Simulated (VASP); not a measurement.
The system is Au.

```
Au
1.0
     0.00000    2.80000    2.80000
     2.80000    0.00000    2.80000
     2.80000    2.80000    0.00000
Au
2
Direct
  0.00000 0.00000 0.00000
  0.25000 0.25000 0.25000
```

* Program: VASP 6.6.1
* Task: relaxation of cell and atoms
* Functional: r2SCAN
* Potentials or basis: VASP PAW PBE potentials, release 64 (Au)
* Cutoff: 600 eV
* k mesh: 6 × 6 × 6
* Occupations: gaussian, width 0.05 eV
* Spin: no spin polarisation

At the start: pressure 31.9 GPa; volume 21.95 Å³/atom.

Question: Where does the relaxation end?

Answer: Over 5 steps the energy falls by 467.3 meV/atom and the volume is 28.23 Å³/atom (+28.6 %); space group Fd-3m (No. 227, to 0.05 Å).

The path:
```
step  energy change (eV)  largest force (eV/Å)  pressure (GPa)  volume (Å³)
   1              0.0000                0.0000           31.90        43.90
   2             -0.1374                0.0000           -8.22        77.94
   3             -0.9327                0.0000           -0.79        57.18
   4             -0.9342                0.0000           -0.28        56.73
   5             -0.9345                0.0000            0.02        56.45
```

Final structure:
```
Au
1.0
     0.00000    3.04474    3.04474
     3.04474    0.00000    3.04474
     3.04474    3.04474    0.00000
Au
2
Direct
  0.00000 0.00000 0.00000
  0.25000 0.25000 0.25000
```

Caveat: the volume moved by over 15 % at a fixed basis, so the end points are rough; the PAW data sets were made with another functional, which shifts forces and pressure a little.
